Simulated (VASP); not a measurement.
A run of VASP 6.6.1 is set up as follows.

File INCAR:

```
PREC = Accurate
ENCUT = 520
EDIFF = 1E-7
ISMEAR = 0
SIGMA = 0.1
LREAL = F
LASPH = T
NELM = 60
ALGO = Normal
ISIF = 2
LWAVE = F
LCHARG = F
GGA = PE
NBANDS = 33
```

KPOINTS

```
Automatic mesh
0
Gamma
  3 3 6
```

POSCAR

```
Li3ScPb2
1.0
    6.0576151100      0.0000000000      0.0000000000
   -3.0288075600      5.2460485700      0.0000000000
    0.0000000000      0.0000000000      3.3167943500
Li Sc Pb
3 1 2
Direct
    0.5000000000      0.5000000000      0.5000000000
    0.5000000000      0.0000000000      0.5000000000
    0.0000000000      0.5000000000      0.5000000000
    0.0000000000      0.0000000000      0.0000000000
    0.6666666700      0.3333333300      0.0000000000
    0.3333333300      0.6666666700      0.0000000000
```

Potentials or basis: VASP PAW PBE potentials, release 64 (Li_sv, Sc_sv, Pb_d).

Run with:

```bash
$ cat potpaw_PBE.64/Li_sv/POTCAR potpaw_PBE.64/Sc_sv/POTCAR potpaw_PBE.64/Pb_d/POTCAR > POTCAR
$ mpirun -np 1 vasp_std > vasp.out
```

(1) Predict the band gap on the k mesh.

Results:

(1) zero (bands 24 and 25 overlap by 2.22 eV).

Caveat: the k points lie up to 0.40 Å⁻¹ apart, too coarse for converged energies and pressures of a metal; spin-orbit coupling is left out, which moves the levels of the heavy elements.
